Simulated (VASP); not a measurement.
# ZrSi2O6 (C222) in VASP: further runs

The runs below take ZrSi2O6 through single point, with PBE.

Program: VASP 6.6.1. These are calculated values, not measurements. Logs are shortened: lines on timing, memory, paths and dates and some standing lists are left out, and cuts for length are marked.

**1. The cell of the first run**

Symmetry: C222, No. 21, orthorhombic system. Conventional cell: a = 5.212 Å, b = 9.961 Å, c = 6.040 Å, α = 90.00°, β = 90.00°, γ = 90.00°. Within 2.6 Å of Zr (site symmetry 222) lie 4 O at 1.96 Å. Within 2.2 Å of Si (site symmetry 2) lie 4 O at 1.63 Å. Within 2.2 Å of O (site symmetry 1) lie 1 Si at 1.63 Å and 1 Zr at 1.96 Å. O (site symmetry 2) has 2 Si at 1.63 Å within 2.2 Å.

**2. Single point, PBE**

Contents of INCAR:

```
SYSTEM = ZrSi2O6
ALGO = Normal
EDIFF = 1E-7
ENCUT = 520
GGA = PE
ISIF = 2
ISMEAR = 0
LASPH = .True.
LCHARG = .False.
LREAL = .False.
LWAVE = .False.
NBANDS = 38
NELM = 60
PREC = Accurate
SIGMA = 0.1
```

Contents of KPOINTS:

```
k-points
0
Gamma
  4 4 4
  0 0 0
```

Contents of POSCAR:

```
ZrSi2O6
1.0
    2.6059800000     -4.9806660000      0.0000000000
    2.6059800000      4.9806660000      0.0000000000
    0.0000000000      0.0000000000      6.0403040000
Zr Si O
1 2 6
Direct
    0.5000000000      0.5000000000      0.5000000000
    0.0000000000      0.5000000000      0.8447630000
    0.5000000000      0.0000000000      0.1552370000
    0.8233670000      0.5874280000      0.6896070000
    0.2232670000      0.7767330000      0.0000000000
    0.5874280000      0.8233670000      0.3103930000
    0.1766330000      0.4125720000      0.6896070000
    0.7767330000      0.2232670000      0.0000000000
    0.4125720000      0.1766330000      0.3103930000
```

Potentials or basis: VASP PAW PBE potentials, release 64 (Zr_sv, Si, O).

Started as:

```sh
$ cat potpaw_PBE.64/Zr_sv/POTCAR potpaw_PBE.64/Si/POTCAR potpaw_PBE.64/O/POTCAR > POTCAR
$ mpirun -np 1 vasp_std > vasp.out
```

OUTCAR:

```text
SYSTEM = ZrSi2O6
   EDIFF = 1E-7
   ENCUT = 520
   GGA = PE
   ISIF = 2
   ISMEAR = 0
   LASPH = .True.
   LREAL = .False.
   NELM = 60
   PREC = Accurate

 ion  position               nearest neighbor table
   1  0.500  0.500  0.500-   4 1.96   6 1.96   7 1.96   9 1.96   2 3.50   3 3.50   3 3.50   2 3.50

   2  0.000  0.500  0.845-   5 1.63   8 1.63   7 1.63   4 1.63   1 3.50   1 3.50
   3  0.500  0.000  0.155-   5 1.63   8 1.63   6 1.63   9 1.63   1 3.50   1 3.50
   4  0.823  0.587  0.690-   2 1.63   1 1.96
   5  0.223  0.777  0.000-   2 1.63   3 1.63
   6  0.587  0.823  0.310-   3 1.63   1 1.96
   7  0.177  0.413  0.690-   2 1.63   1 1.96
   8  0.777  0.223  0.000-   2 1.63   3 1.63
   9  0.413  0.177  0.310-   3 1.63   1 1.96

  LATTYP: Found a base centered orthorhombic cell.
 ALAT       =     5.2119600000
 B/A-ratio  =     1.9112449059
 C/A-ratio  =     1.1589313809

  Lattice vectors:

 A1 = (   2.6059800000,  -4.9806660000,   0.0000000000)
 A2 = (   2.6059800000,   4.9806660000,   0.0000000000)
 A3 = (   0.0000000000,   0.0000000000,   6.0403040000)

Analysis of symmetry for initial positions (statically):
=====================================================================
 Subroutine PRICEL returns:
 Original cell was already a primitive cell.

 Routine SETGRP: Setting up the symmetry group for a
 base centered orthorhombic supercell.

 Subroutine GETGRP returns: Found  4 space group operations
 (whereof  4 operations were pure point group operations)
 out of a pool of  8 trial point group operations.

The static configuration has the point symmetry D_2 .

Analysis of symmetry for dynamics (positions and initial velocities):
=====================================================================
 Subroutine PRICEL returns:
 Original cell was already a primitive cell.

 Routine SETGRP: Setting up the symmetry group for a
 base centered orthorhombic supercell.

 Subroutine GETGRP returns: Found  4 space group operations
 (whereof  4 operations were pure point group operations)
 out of a pool of  8 trial point group operations.

The dynamic configuration has the point symmetry D_2 .

 Subroutine INISYM returns: Found  4 space group operations
 (whereof  4 operations are pure point group operations),
 and found     1 'primitive' translations

----------------------------------------------------------------------------------------

                                     Primitive cell

  volume of cell :     156.8004

  direct lattice vectors                    reciprocal lattice vectors
     2.605980000 -4.980666000  0.000000000     0.191866400 -0.100388181  0.000000000
     2.605980000  4.980666000  0.000000000     0.191866400  0.100388181  0.000000000
     0.000000000  0.000000000  6.040304000     0.000000000  0.000000000  0.165554581

  length of vectors
     5.621224561  5.621224561  6.040304000     0.216542149  0.216542149  0.165554581

  position of ions in fractional coordinates (direct lattice)
     0.500000000  0.500000000  0.500000000
     1.000000000  0.500000000  0.844763000
     0.500000000  1.000000000  0.155237000
     0.823367000  0.587428000  0.689607000
     0.223267000  0.776733000  0.000000000
     0.587428000  0.823367000  0.310393000
     0.176633000  0.412572000  0.689607000
     0.776733000  0.223267000  0.000000000
     0.412572000  0.176633000  0.310393000

  ion indices of the primitive-cell ions
   primitive index   ion index
                 1           1
                 2           2
                 3           3
                 4           4
                 5           5
                 6           6
                 7           7
                 8           8
                 9           9

----------------------------------------------------------------------------------------

 KPOINTS: k-points

Automatic generation of k-mesh.
 Grid dimensions read from file:
 generate k-points for:    4    4    4

 Generating k-lattice:

  Cartesian coordinates                     Fractional coordinates (reciprocal lattice)
     0.047966600 -0.025097045  0.000000000     0.250000000 -0.000000000  0.000000000
     0.047966600  0.025097045  0.000000000    -0.000000000  0.250000000  0.000000000
     0.000000000  0.000000000  0.041388645     0.000000000  0.000000000  0.250000000

  Length of vectors
     0.054135537  0.054135537  0.041388645

  Shift w.r.t. Gamma in fractional coordinates (k-lattice)
     0.000000000  0.000000000  0.000000000

 Subroutine IBZKPT returns following result:
 ===========================================

 Found     21 irreducible k-points:

 Following reciprocal coordinates:
            Coordinates               Weight
  0.000000  0.000000  0.000000      1.000000
  0.250000  0.000000  0.000000      4.000000
  0.500000  0.000000  0.000000      2.000000
  0.250000  0.250000  0.000000      2.000000
  0.500000  0.250000  0.000000      4.000000
 -0.250000  0.250000  0.000000      2.000000
[... 13 lines left out ...]
 -0.250000  0.250000  0.500000      2.000000
  0.500000  0.500000  0.500000      1.000000
   k-points           NKPTS =     21   k-points in BZ     NKDIM =     21   number of bands    NBANDS=     38
   number of dos      NEDOS =    301   number of ions     NIONS =      9
   total plane-waves  NPLWV =  84672
   dimension x,y,z NGX =    42 NGY =   42 NGZ =   48
   dimension x,y,z NGXF=    84 NGYF=   84 NGZF=   96
   ions per type =               1   2   6
   NGX,Y,Z   is equivalent  to a cutoff of  12.42, 12.42, 13.21 a.u.
   NGXF,Y,Z  is equivalent  to a cutoff of  24.84, 24.84, 26.42 a.u.
 SYSTEM =  ZrSi2O6
   PREC   = accura    normal or accurate (medium, high low for compatibility)
   ISTART =      0    job   : 0-new  1-cont  2-samecut
   ICHARG =      2    charge: 1-file 2-atom 10-const
   ISPIN  =      1    spin polarized calculation?
   LNONCOLLINEAR =      F non collinear calculations
   LSORBIT =      F    spin-orbit coupling
   LASPH  =      T    aspherical Exc in radial PAW
   ENCUT  =  520.0 eV  38.22 Ry    6.18 a.u.  10.45 10.45 11.23*2*pi/ulx,y,z
   NELM   =     60;   NELMIN=  2; NELMDL= -5     # of ELM steps
   EDIFF  = 0.1E-06   stopping-criterion for ELM
   LREAL  =      F    real-space projection
   EDIFFG = 0.1E-05   stopping-criterion for IOM
   NSW    =      0    number of steps for IOM
   IBRION =     -1    ionic relax: 0-MD 1-quasi-New 2-CG
   NFREE  =      0    steps in history (QN), initial steepest desc. (CG)
   ISIF   =      2    stress and relaxation
   ISYM   =      2    0-nonsym 1-usesym 2-fastsym
   POTIM  = 0.5000    time-step for ionic-motion
   TEBEG  =    0.0;   TEEND  =   0.0 temperature during run
   PSTRESS=    0.0 pullay stress
   NELECT =      56.0000    total number of electrons
   NUPDOWN=      -1.0000    fix difference up-down
   EMIN   =  10.00;   EMAX   =-10.00  energy-range for DOS
   EFERMI =   0.00;   METHOD = LEGACY
   ISMEAR =     0;   SIGMA  =   0.10  broadening in eV -4-tet -1-fermi 0-gaus
   EFERMI_NEDOS =   21; number of points for ismear=-14 and -15
   IALGO  =     38    algorithm
   IMIX   =      4    mixing-type and parameters
     AMIX     =   0.40;   BMIX     =  1.00
     AMIX_MAG =   1.60;   BMIX_MAG =  1.00
  volume/ion in A,a.u.               =      17.42       117.57
  Fermi-wavevector in a.u.,A,eV,Ry     =   1.161507  2.194930 18.355592  1.349098
  Thomas-Fermi vector in A             =   2.298078
   LORBIT       =      0    0 simple, 1 ext, 2 COOP (PROOUT), +10 PAW based schemes
   GGA     = PE    functional components
   LHFCALC =     F    Hartree Fock is set to
   AEXX    =    0.0000 exact exchange contribution
   IVDW    =     0    specifies the selected vdW correction
   LEPSILON=     F    determine dielectric tensor
   LRPA    =     F    only Hartree local field effects (RPA)
 non-spin polarized calculation
 Gauss-broadening in eV      SIGMA  =   0.10
  energy-cutoff  :      520.00
  volume of cell :      156.80
 maximum number of plane-waves:      4242
 NGX is ok and might be reduce to    42
   NGX = 21   NGY = 21   NGZ = 23

 number of electron      56.0000003 magnetization

 Free energy of the ion-electron system (eV)
  ---------------------------------------------------
  ext. energy  EPLUGINS =         0.00000000
  ---------------------------------------------------
  free energy    TOTEN  =       -75.54627748 eV

  energy without entropy =      -75.54627748  energy(sigma->0) =      -75.54627748

 E-fermi :   0.2122     XC(G=0):  -7.9719

 val. band max:       -0.2502330755   @ k =   0.5000   0.5000   0.0000
 cond. band min:       4.8024001627   @ k =   0.0000   0.0000   0.0000
 fundamental gap:      5.0526332382
 Fermi energy:         0.2121909728

 k-point     1 :       0.0000    0.0000    0.0000
  band No.  band energies     occupation
      1     -47.2812      2.00000
      2     -25.6331      2.00000
      3     -25.6264      2.00000
      4     -25.6247      2.00000
      5     -18.8992      2.00000
      6     -17.4790      2.00000
[... 30 lines left out ...]
     37       9.6316      0.00000
     38       9.8280      0.00000

 k-point     2 :       0.2500    0.0000    0.0000
  band No.  band energies     occupation
      1     -47.2811      2.00000
      2     -25.6355      2.00000
      3     -25.6269      2.00000
      4     -25.6244      2.00000
      5     -18.7453      2.00000
      6     -17.8171      2.00000
[... 30 lines left out ...]
     37       9.5428      0.00000
     38      10.1045      0.00000
[... 736 lines left out ...]
     37       9.7472      0.00000
     38       9.7748      0.00000

 k-point    21 :       0.5000    0.5000    0.5000
  band No.  band energies     occupation
      1     -47.2811      2.00000
      2     -25.6369      2.00000
      3     -25.6321      2.00000
      4     -25.6227      2.00000
      5     -18.8443      2.00000
      6     -17.4809      2.00000
[... 30 lines left out ...]
     37       8.5796      0.00000
     38      10.2539      0.00000

------------------------ aborting loop because EDIFF is reached ----------------------------------------

  FORCE on cell =-STRESS in cart. coord.  units (eV):
  Direction    XX          YY          ZZ          XY          YZ          ZX
  --------------------------------------------------------------------------------------
  -------------------------------------------------------------------------------------
  Total        0.0627504      0.2423922      0.1712199      0.0000000      0.0000000      0.0000000
  in kB        0.6411795      2.4767482      1.7495148      0.0000000      0.0000000      0.0000000
  external PRESSURE =       1.6224808 kB  Pullay stress =       0.0000000 kB

 VOLUME and BASIS-vectors are now :
 -----------------------------------------------------------------------------
  energy-cutoff  :      520.00
  volume of cell :      156.80
      direct lattice vectors                 reciprocal lattice vectors
     2.605980000 -4.980666000  0.000000000     0.191866400 -0.100388181  0.000000000
     2.605980000  4.980666000  0.000000000     0.191866400  0.100388181  0.000000000
     0.000000000  0.000000000  6.040304000     0.000000000  0.000000000  0.165554581

 POSITION                                       TOTAL-FORCE (eV/Angst)
 -----------------------------------------------------------------------------------
      2.60598      0.00000      3.02015        -0.000000     -0.000000      0.000000
      1.30299      2.49033      5.10263        -0.000000     -0.000000      0.025160
      1.30299     -2.49033      0.93768        -0.000000     -0.000000     -0.025160
      3.67650     -1.17513      4.16544         0.007371      0.004055     -0.002243
      2.60598      2.75663      0.00000        -0.000000     -0.006544      0.000000
      3.67650      1.17513      1.87487         0.007371     -0.004055      0.002243
      1.53546      1.17513      4.16544        -0.007371     -0.004055     -0.002243
      2.60598     -2.75663      0.00000        -0.000000      0.006544      0.000000
      1.53546     -1.17513      1.87487        -0.007371      0.004055      0.002243
 -----------------------------------------------------------------------------------
    total drift:                                0.000000     -0.000000      0.000000

  FREE ENERGIE OF THE ION-ELECTRON SYSTEM (eV)
  ---------------------------------------------------
  free  energy   TOTEN  =       -75.5462774817 eV

  energy  without entropy=      -75.5462774817  energy(sigma->0) =      -75.54627748
```

Run time: 3.9 min. Hardware: 1 thread of AMD EPYC 7R13, shared host; peak memory 0.3 GiB.

What came out:

- Free energy: -75.5463 eV
- Pressure: 0.2 GPa
- Largest force: 0.025 eV/Å
- Band gap on the k mesh: 5.05 eV (least direct gap 5.28 eV)

Forces on the atoms (eV/Å):
```
Zr   0.000  0.000  0.000
Si   0.000  0.000  0.025
Si   0.000  0.000 -0.025
O    0.007  0.004 -0.002
O    0.000 -0.007  0.000
O    0.007 -0.004  0.002
O   -0.007 -0.004 -0.002
O    0.000  0.007  0.000
O   -0.007  0.004  0.002
```

Levels at points of the mesh, in eV from the valence-band top:
```csv
k point,band 26,band 27,band 28,band 29,band 30,band 31
"(0.00, 0.00, 0.00)",-0.35,-0.23,-0.23,5.05,5.63,5.80
"(0.50, 0.00, 0.00)",-0.76,-0.38,-0.08,5.56,5.94,6.46
"(0.50, 0.50, 0.00)",-0.59,-0.12,0.00,5.41,5.94,6.17
"(0.00, 0.00, 0.50)",-0.09,-0.03,-0.01,5.60,5.71,6.31
"(0.50, 0.00, 0.50)",-0.57,-0.50,-0.18,5.60,5.93,6.42
"(0.50, 0.50, 0.50)",-0.53,-0.41,-0.34,5.55,6.09,6.15
```

(Continued in part 2 of 2.)
